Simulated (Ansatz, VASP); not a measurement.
## One calculation of Ca3Bi, two programs

```
Ca Bi
1.0
     5.11180    0.00000    0.00000
     0.00000    5.11180    0.00000
     0.00000    0.00000    5.11180
Ca Bi
3 1
Direct
  0.00000 0.50000 0.50000
  0.50000 0.00000 0.50000
  0.50000 0.50000 0.00000
  0.00000 0.00000 0.00000
```

Alike in both runs: functional PBE; k mesh 10 × 10 × 10; occupations gaussian, width 0.1 eV; no spin polarisation.

Ansatz relaxed the structure, and its values are those at the end. VASP's run is a single point on that final structure, the one shown.

|  | VASP | Ansatz |
| --- | --- | --- |
| version | VASP 6.6.1 | Ansatz 0.2.0 |
| potentials or method | VASP PAW PBE potentials, release 64 (Ca_sv, Bi_d), cutoff 520 eV | scalar-relativistic, plane waves, PAW |
| valence electrons in the cell | 45 | 45 |

```tsv
	VASP	Ansatz	Ansatz less VASP
gap on the k mesh at the Fermi level (eV)	none	none	-
pressure (GPa)	0.0	0.0	-0.02
```

A gap of «none» marks a metal or a gap that the smearing closes.

Spin-orbit coupling is off throughout.
